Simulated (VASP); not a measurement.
# H15C2NO6 in VASP: notebook

H15C2NO6 is run at these levels: PBEsol; tasks: single point.

All numbers are computed with VASP 6.6.1; they aren't measurements. Logs are shortened: lines on timing, memory, paths and dates and some standing lists are left out, and cuts for length are marked.

### Step 1. The cell of the first run

The cell holds a disordered packing, 24 atoms: a = 6.439 Å, b = 6.439 Å, c = 6.439 Å, α = 90.00°, β = 90.00°, γ = 90.00°.

### Step 2. Single point, PBEsol

INCAR

```
SYSTEM = H15C2NO6
  PREC = Accurate
  ENCUT = 520
  EDIFF = 1E-7
  ISMEAR = -1
  SIGMA = 0.02
  LREAL = Auto
  LASPH = .True.
  NELM = 60
  ALGO = Normal
  ISIF = 2
  LWAVE = .False.
  LCHARG = .False.
  GGA = PS
  NBANDS = 50
```

KPOINTS

```
regular mesh
0
Gamma
  1 1 1
  0 0 0
```

POSCAR

```
H15C2NO6
1.0
    6.4392770000      0.0000000000      0.0000000000
    0.0000000000      6.4392770000      0.0000000000
    0.0000000000      0.0000000000      6.4392770000
O H C N
6 15 2 1
Direct
    0.1835454508      0.8779712381     -0.0669174505
    0.3075034666      0.4145341162      0.4458419788
    0.7033553612      0.4533894100      0.5602958220
    0.5842426098      0.8985014933      0.5205553356
    0.1719292399      0.8056649838      0.3512350843
    0.0401753178      0.1520978209      0.6072576160
    0.1332137133      0.9894433801     -0.1485881101
    0.1464605421      0.7574142252     -0.1439913208
    0.4542746026      0.4542590729      0.5042491572
    0.3062766208      0.4269112821      0.3002821590
    0.7761430359      0.5702037667      0.6021794062
    0.7878990141      0.3253004957      0.5621283259
    0.6462371474      0.9506502050      0.3928857230
    0.4391797402      0.9251038587      0.4898686607
    0.1933602173      0.7800409891      0.2009697673
    0.1543651562      0.6815672008      0.4307160571
    0.1465692499      0.2516586878      0.5702503557
    0.0696040875      0.0078580251      0.5671910061
    0.6483336561      0.1433701330     -0.0506423314
    0.7923094472      0.0826024412      0.1939814051
    0.5790556921      0.2786492956      0.1699414391
    0.7126421181      0.2001932826      0.0904449366
    0.8538691533      0.3768746087      0.0386999969
    0.9647201076      0.5021215891     -0.0219589870
```

Potentials or basis: VASP PAW PBE potentials, release 64 (O, H, C, N).

Launch:

```sh
cat potpaw_PBE.64/O/POTCAR potpaw_PBE.64/H/POTCAR potpaw_PBE.64/C/POTCAR potpaw_PBE.64/N/POTCAR > POTCAR
mpirun -np 1 vasp_gam > vasp.out
```

OUTCAR:

```text
SYSTEM = H15C2NO6
   PREC = Accurate
   ENCUT = 520
   EDIFF = 1E-7
   ISMEAR = -1
   LREAL = Auto
   LASPH = .True.
   NELM = 60
   ISIF = 2
   GGA = PS

 ion  position               nearest neighbor table
   1  0.184  0.878  0.933-   7 0.95   8 0.95
   2  0.308  0.415  0.446-  10 0.94   9 1.05
   3  0.703  0.453  0.560-  11 0.93  12 0.99
   4  0.584  0.899  0.521-  14 0.97  13 0.97
   5  0.172  0.806  0.351-  16 0.96  15 0.99
   6  0.040  0.152  0.607-  17 0.97  18 0.98
   7  0.133  0.989  0.851-   1 0.95
   8  0.146  0.757  0.856-   1 0.95
   9  0.454  0.454  0.504-   2 1.05
  10  0.306  0.427  0.300-   2 0.94
  11  0.776  0.570  0.602-   3 0.93
  12  0.788  0.325  0.562-   3 0.99
  13  0.646  0.951  0.393-   4 0.97
  14  0.439  0.925  0.490-   4 0.97
  15  0.193  0.780  0.201-   5 0.99
  16  0.154  0.682  0.431-   5 0.96
  17  0.147  0.252  0.570-   6 0.97
  18  0.070  0.008  0.567-   6 0.98
  19  0.648  0.143  0.949-  22 1.06
  20  0.792  0.083  0.194-  22 1.13
  21  0.579  0.279  0.170-  22 1.12
  22  0.713  0.200  0.090-  19 1.06  21 1.12  20 1.13  23 1.49
  23  0.854  0.377  0.039-  24 1.15  22 1.49
  24  0.965  0.502  0.978-  23 1.15

  LATTYP: Found a simple cubic cell.
 ALAT       =     6.4392770000

  Lattice vectors:

 A1 = (   6.4392770000,   0.0000000000,   0.0000000000)
 A2 = (   0.0000000000,   6.4392770000,   0.0000000000)
 A3 = (   0.0000000000,   0.0000000000,   6.4392770000)

Analysis of symmetry for initial positions (statically):
=====================================================================
 Subroutine PRICEL returns:
 Original cell was already a primitive cell.

 Routine SETGRP: Setting up the symmetry group for a
 simple cubic supercell.

 Subroutine GETGRP returns: Found  1 space group operations
 (whereof  1 operations were pure point group operations)
 out of a pool of 48 trial point group operations.

The static configuration has the point symmetry C_1 .

Analysis of symmetry for dynamics (positions and initial velocities):
=====================================================================
 Subroutine PRICEL returns:
 Original cell was already a primitive cell.

 Routine SETGRP: Setting up the symmetry group for a
 simple cubic supercell.

 Subroutine GETGRP returns: Found  1 space group operations
 (whereof  1 operations were pure point group operations)
 out of a pool of 48 trial point group operations.

The dynamic configuration has the point symmetry C_1 .

 Subroutine INISYM returns: Found  1 space group operations
 (whereof  1 operations are pure point group operations),
 and found     1 'primitive' translations

----------------------------------------------------------------------------------------

                                     Primitive cell

  volume of cell :     267.0000

  direct lattice vectors                    reciprocal lattice vectors
     6.439277000  0.000000000  0.000000000     0.155296938  0.000000000  0.000000000
     0.000000000  6.439277000  0.000000000     0.000000000  0.155296938  0.000000000
     0.000000000  0.000000000  6.439277000     0.000000000  0.000000000  0.155296938

  length of vectors
     6.439277000  6.439277000  6.439277000     0.155296938  0.155296938  0.155296938

  position of ions in fractional coordinates (direct lattice)
     0.183545451  0.877971238  0.933082549
     0.307503467  0.414534116  0.445841979
     0.703355361  0.453389410  0.560295822
     0.584242610  0.898501493  0.520555336
     0.171929240  0.805664984  0.351235084
     0.040175318  0.152097821  0.607257616
[... 16 lines left out ...]
     0.853869153  0.376874609  0.038699997
     0.964720108  0.502121589  0.978041013

  ion indices of the primitive-cell ions
   primitive index   ion index
                 1           1
                 2           2
                 3           3
                 4           4
                 5           5
                 6           6
[... 16 lines left out ...]
                23          23
                24          24

----------------------------------------------------------------------------------------

 KPOINTS: regular mesh

Automatic generation of k-mesh.
 Grid dimensions read from file:
 generate k-points for:    1    1    1

 Generating k-lattice:

  Cartesian coordinates                     Fractional coordinates (reciprocal lattice)
     0.155296938  0.000000000  0.000000000     1.000000000  0.000000000  0.000000000
     0.000000000  0.155296938  0.000000000     0.000000000  1.000000000  0.000000000
     0.000000000  0.000000000  0.155296938     0.000000000  0.000000000  1.000000000

  Length of vectors
     0.155296938  0.155296938  0.155296938

  Shift w.r.t. Gamma in fractional coordinates (k-lattice)
     0.000000000  0.000000000  0.000000000

 Subroutine IBZKPT returns following result:
 ===========================================

 Found      1 irreducible k-points:

 Following reciprocal coordinates:
            Coordinates               Weight
  0.000000  0.000000  0.000000      1.000000
   k-points           NKPTS =      1   k-points in BZ     NKDIM =      1   number of bands    NBANDS=     50
   number of dos      NEDOS =    301   number of ions     NIONS =     24
   total plane-waves  NPLWV = 110592
   dimension x,y,z NGX =    48 NGY =   48 NGZ =   48
   dimension x,y,z NGXF=    96 NGYF=   96 NGZF=   96
   ions per type =               6  15   2   1
   NGX,Y,Z   is equivalent  to a cutoff of  12.39, 12.39, 12.39 a.u.
   NGXF,Y,Z  is equivalent  to a cutoff of  24.78, 24.78, 24.78 a.u.
 SYSTEM =  H15C2NO6
   PREC   = accura    normal or accurate (medium, high low for compatibility)
   ISTART =      0    job   : 0-new  1-cont  2-samecut
   ICHARG =      2    charge: 1-file 2-atom 10-const
   ISPIN  =      1    spin polarized calculation?
   LNONCOLLINEAR =      F non collinear calculations
   LSORBIT =      F    spin-orbit coupling
   LASPH  =      T    aspherical Exc in radial PAW
   ENCUT  =  520.0 eV  38.22 Ry    6.18 a.u.  11.97 11.97 11.97*2*pi/ulx,y,z
   NELM   =     60;   NELMIN=  2; NELMDL= -5     # of ELM steps
   EDIFF  = 0.1E-06   stopping-criterion for ELM
   LREAL  =      T    real-space projection
   EDIFFG = 0.1E-05   stopping-criterion for IOM
   NSW    =      0    number of steps for IOM
   IBRION =     -1    ionic relax: 0-MD 1-quasi-New 2-CG
   NFREE  =      0    steps in history (QN), initial steepest desc. (CG)
   ISIF   =      2    stress and relaxation
   ISYM   =      2    0-nonsym 1-usesym 2-fastsym
   POTIM  = 0.5000    time-step for ionic-motion
   TEBEG  =    0.0;   TEEND  =   0.0 temperature during run
   PSTRESS=    0.0 pullay stress
   NELECT =      64.0000    total number of electrons
   NUPDOWN=      -1.0000    fix difference up-down
   EMIN   =  10.00;   EMAX   =-10.00  energy-range for DOS
   EFERMI =   0.00;   METHOD = LEGACY
   ISMEAR =    -1;   SIGMA  =   0.02  broadening in eV -4-tet -1-fermi 0-gaus
   EFERMI_NEDOS =   21; number of points for ismear=-14 and -15
   IALGO  =     38    algorithm
   IMIX   =      4    mixing-type and parameters
     AMIX     =   0.40;   BMIX     =  1.00
     AMIX_MAG =   1.60;   BMIX_MAG =  1.00
  volume/ion in A,a.u.               =      11.13        75.08
  Fermi-wavevector in a.u.,A,eV,Ry     =   1.016946  1.921748 14.070850  1.034178
  Thomas-Fermi vector in A             =   2.150318
   LORBIT       =      0    0 simple, 1 ext, 2 COOP (PROOUT), +10 PAW based schemes
   GGA     = PS    functional components
   LHFCALC =     F    Hartree Fock is set to
   AEXX    =    0.0000 exact exchange contribution
   IVDW    =     0    specifies the selected vdW correction
   LEPSILON=     F    determine dielectric tensor
   LRPA    =     F    only Hartree local field effects (RPA)
 non-spin polarized calculation
  energy-cutoff  :      520.00
  volume of cell :      267.00
 maximum number of plane-waves:      3562
 NGX is ok and might be reduce to    48
   NGX = 23   NGY = 23   NGZ = 23

 number of electron      64.0000018 magnetization

 Free energy of the ion-electron system (eV)
  ---------------------------------------------------
  ext. energy  EPLUGINS =         0.00000000
  ---------------------------------------------------
  free energy    TOTEN  =      -124.78023598 eV

  energy without entropy =     -124.78023598  energy(sigma->0) =     -124.78023598

 E-fermi :  -3.0475     XC(G=0):  -6.6607

 val. band max:       -3.5725041070   @ k =   0.0000   0.0000   0.0000
 cond. band min:       1.1247642107   @ k =   0.0000   0.0000   0.0000
 fundamental gap:      4.6972683177
 Fermi energy:        -3.0474959878

 k-point     1 :       0.0000    0.0000    0.0000
  band No.  band energies     occupation
      1     -22.4847      2.00000
      2     -22.2007      2.00000
      3     -22.0101      2.00000
      4     -21.7824      2.00000
      5     -21.6044      2.00000
      6     -21.5189      2.00000
[... 36 lines left out ...]
     43       6.2499      0.00000
     44       6.2809      0.00000
 [bands above 44 left out]

------------------------ aborting loop because EDIFF is reached ----------------------------------------

  FORCE on cell =-STRESS in cart. coord.  units (eV):
  Direction    XX          YY          ZZ          XY          YZ          ZX
  --------------------------------------------------------------------------------------
  -------------------------------------------------------------------------------------
  Total        1.0422480      4.1191536      3.1079635      2.8621024      0.4019316     -0.9416583
  in kB        6.2541793     24.7176541     18.6498424     17.1745126      2.4118565     -5.6505743
  external PRESSURE =      16.5405586 kB  Pullay stress =       0.0000000 kB

 VOLUME and BASIS-vectors are now :
 -----------------------------------------------------------------------------
  energy-cutoff  :      520.00
  volume of cell :      267.00
      direct lattice vectors                 reciprocal lattice vectors
     6.439277000  0.000000000  0.000000000     0.155296938  0.000000000  0.000000000
     0.000000000  6.439277000  0.000000000     0.000000000  0.155296938  0.000000000
     0.000000000  0.000000000  6.439277000     0.000000000  0.000000000  0.155296938

 POSITION                                       TOTAL-FORCE (eV/Angst)
 -----------------------------------------------------------------------------------
      1.18190      5.65350      6.00838         1.124953     -0.313965      1.324138
      1.98010      2.66930      2.87090         1.017683      0.153987      2.641972
      4.52910      2.91950      3.60790        -1.902594     -2.469215     -1.008603
      3.76210      5.78570      3.35200         0.477187      0.266263     -0.015766
      1.10710      5.18790      2.26170        -0.071947      1.515097     -0.090895
      0.25870      0.97940      3.91030        -1.863595     -0.860601      1.271286
[... 16 lines left out ...]
      5.49830      2.42680      0.24920        -1.741018     -3.059671      0.617731
      6.21210      3.23330      6.29788         1.406398      1.548979     -0.561406
 -----------------------------------------------------------------------------------
    total drift:                               -0.002583     -0.008143     -0.009256

  FREE ENERGIE OF THE ION-ELECTRON SYSTEM (eV)
  ---------------------------------------------------
  free  energy   TOTEN  =      -124.7802359777 eV

  energy  without entropy=     -124.7802359777  energy(sigma->0) =     -124.78023598
```

It took 19 s on 1 thread of Intel Xeon Platinum 8488C (Sapphire Rapids), shared host; peak memory 0.3 GiB.

Results:

| Property | Result |
| --- | --- |
| Free energy | -124.7802 eV |
| Pressure | 1.7 GPa |
| Largest force | 3.574 eV/Å |

Forces on the atoms (eV/Å):
```
O    1.125 -0.314  1.324
O    1.018  0.154  2.642
O   -1.903 -2.469 -1.009
O    0.477  0.266 -0.016
O   -0.072  1.515 -0.091
O   -1.864 -0.861  1.271
H   -0.592  1.814 -0.842
H   -0.426 -1.306 -0.223
H   -0.842 -0.467 -0.809
H    0.121  0.161 -1.688
H    1.321  1.982  0.827
H    0.348  0.350  0.326
H    0.308 -0.114  0.070
H   -0.801 -0.317  0.015
H   -0.408  0.211  0.301
H    0.301 -1.303 -0.095
H    1.237  0.277 -0.823
H    0.324  0.600 -0.957
H   -0.155 -0.900 -1.128
H   -0.330  0.623 -0.773
H    0.396 -0.587  0.197
C    0.753  2.195  1.422
C   -1.741 -3.060  0.618
N    1.406  1.549 -0.561
```

Caveat: the k points lie up to 0.98 Å⁻¹ apart; the PAW data sets were made with another functional, which shifts forces and pressure a little.

(Part 1 of 2 ends here.)
